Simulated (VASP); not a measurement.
A run of VASP 6.6.1 is set up as follows.

Contents of INCAR:

```
SYSTEM = Al36O
ALGO = Normal
EDIFF = 1E-7
ENCUT = 520
GGA = PE
ISIF = 2
ISMEAR = 1
KPAR = 4
LASPH = .True.
LCHARG = .False.
LREAL = Auto
LWAVE = .False.
NBANDS = 81
NELM = 80
PREC = Accurate
SIGMA = 0.1
```

KPOINTS

```
k-points
0
Gamma
  4 4 3
  0 0 0
```

POSCAR

```
Al36O
1.0
    0.0000000000      6.0583944000      6.0583944000
    6.0583944000      0.0000000000      6.0583944000
    8.0778592000      8.0778592000      0.0000000000
Al O
36 1
Direct
    0.0004733700     -0.0010889100     -0.0014083400
    0.0015251000     -0.0000045900      0.2474702000
    0.0017066600      0.0001653200      0.4993511200
    0.0001052100     -0.0014598800      0.7502662600
    0.0010802700      0.3359433200     -0.0021008500
    0.0005509500      0.3350218200      0.2492500000
   -0.0001224000      0.3352389800      0.4981779100
   -0.0154050100      0.3381615000      0.7528469900
    0.0012886500      0.6660512500     -0.0003288800
    0.0006387200      0.6680734200      0.2475899600
   -0.0004592500      0.6691590200      0.4963670800
    0.0002718600      0.6687530800      0.7497870100
    0.3374914500     -0.0004691800     -0.0020889000
    0.3365837100     -0.0010058200      0.2492623400
    0.3368238200     -0.0016861900      0.4981884600
    0.3396857700     -0.0169878400      0.7529101600
    0.3345844800      0.3330400900      0.0009965000
    0.3341278300      0.3325442000      0.2483892400
    0.3425056100      0.3410797100      0.4826566400
    0.3410316400      0.3394686700      0.7524425400
    0.3350687200      0.6650459900      0.0001247300
    0.3373884300      0.6688615300      0.2449977400
    0.3374244700      0.6672815700      0.4971186000
    0.3359356100      0.6667750900      0.7480624900
    0.6676098500     -0.0002674100     -0.0003304100
    0.6696481800     -0.0009347300      0.2475808600
    0.6706656500     -0.0019760500      0.4963682900
    0.6703094300     -0.0012987700      0.7497872100
    0.6666315200      0.3335294000      0.0000955000
    0.6703814700      0.3358219000      0.2450208400
    0.6688198800      0.3358606100      0.4971205900
    0.6683210300      0.3343710700      0.7480631400
    0.6680235500      0.6664711600     -0.0012960000
    0.6686289900      0.6670464900      0.2481908300
    0.6685382900      0.6669665700      0.4980665400
    0.6687463900      0.6672141400      0.7477060700
    0.2527338300      0.2511428100      0.6839681300
```

Potentials or basis: VASP PAW PBE potentials, release 64 (Al, O).

The run is started by

```bash
$ cat potpaw_PBE.64/Al/POTCAR potpaw_PBE.64/O/POTCAR > POTCAR
$ mpirun -np 4 vasp_std > vasp.out
```

Task: What does it give for the pressure?

Result: 1.4 GPa.

Task: Estimate the band gap on the k mesh.

Result: Zero (bands 57 and 58 overlap by 0.51 eV).

Stress tensor (GPa, compression positive):
```
 1.23 -0.27  0.16
-0.27  1.23  0.15
 0.16  0.15  1.81
```
